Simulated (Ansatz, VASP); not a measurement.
# One calculation of Bi2Pd, two programs

```
Bi Pd
1.0
    -1.68100    1.68100    6.49150
     1.68100   -1.68100    6.49150
     1.68100    1.68100   -6.49150
Bi Pd
2 1
Direct
  0.36300 0.36300 0.00000
  0.63700 0.63700 0.00000
  0.00000 0.00000 0.00000
```

Alike in both runs: task single point; functional LDA; k mesh 11 × 11 × 11; occupations fermi-dirac, width 0.1 eV; no spin polarisation.

|  | VASP | Ansatz |
| --- | --- | --- |
| version | VASP 6.6.1 | Ansatz 0.2.0 |
| potentials or method | VASP PAW LDA potentials, release 64 (Bi_d, Pd), cutoff 520 eV | plane waves, PAW |
| valence electrons in the cell | 40 | 48 |

```csv
,VASP,Ansatz,Ansatz less VASP
pressure (GPa),-3.3,-3.6,-0.22
"traceless stress, the component that is largest in VASP (GPa)",-0.20,-0.20,+0.001
```

LDA's correlation is that of Perdew and Zunger in VASP and of Perdew and Wang (1992) in Ansatz. VASP's potentials hold 40 valence electrons a cell and Ansatz's 48, so a difference there can come from the potentials and not from the codes.

Neither program's run includes spin-orbit coupling.
